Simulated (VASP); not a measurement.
Set up this calculation in VASP 6.6.1, as the native input.

```yaml
Task: single point
Functional: PBE
Potentials_or_basis: VASP PAW PBE potentials, release 64 (Zr_sv, C)
Cutoff: 520 eV
k_mesh: 12 × 12 × 5
Occupations: gaussian, width 0.1 eV
Spin: no spin polarisation
Dipole_correction: no
Further_INCAR_settings: ALGO = Normal; EDIFF = 1e-06; NBANDS = 42
```

The structure of ZrC lies in POSCAR:

```
ZrC
1.0
    3.3404722154      0.0000000000      0.0000000000
   -1.6702361077      2.8929337992      0.0000000000
    0.0000000000      0.0000000000     10.8012094237
Zr C
4 4
Direct
    0.0000000000      0.0000000000      0.0000000000
    0.3333333333      0.6666666667      0.2500000000
    0.0000000000      0.0000000000      0.5000000000
    0.6666666667      0.3333333333      0.7500000000
    0.6666666667      0.3333333333      0.1235196351
    0.6666666667      0.3333333333      0.3764803649
    0.3333333333      0.6666666667      0.6235196351
    0.3333333333      0.6666666667      0.8764803649
```

The input as run:

INCAR

```
SYSTEM = ZrC
PREC = Accurate ; ENCUT = 520
EDIFF = 1E-6 ; ISMEAR = 0
SIGMA = 0.1 ; LREAL = .FALSE.
LASPH = .TRUE. ; NELM = 80
ALGO = Normal ; ISIF = 2
LWAVE = .FALSE. ; LCHARG = .FALSE.
GGA = PE ; NBANDS = 42
```

KPOINTS

```
Automatic mesh
0
G
  12 12 5
  0 0 0
```

Potentials or basis: VASP PAW PBE potentials, release 64 (Zr_sv, C).

Run with:

```console
$ cat potpaw_PBE.64/Zr_sv/POTCAR potpaw_PBE.64/C/POTCAR > POTCAR
$ mpirun -np 1 vasp_std > vasp.out
```

It gave:

```yaml
Pressure: 0.3 GPa
Band_gap_on_the_k_mesh: zero (bands 32 and 33 overlap by 1.11 eV)
```

It took 4.5 min on 1 thread of Intel(R) Xeon(R) Platinum 8375C CPU @ 2.90GHz (Ice Lake) (shared host), peak memory 0.35 GiB.
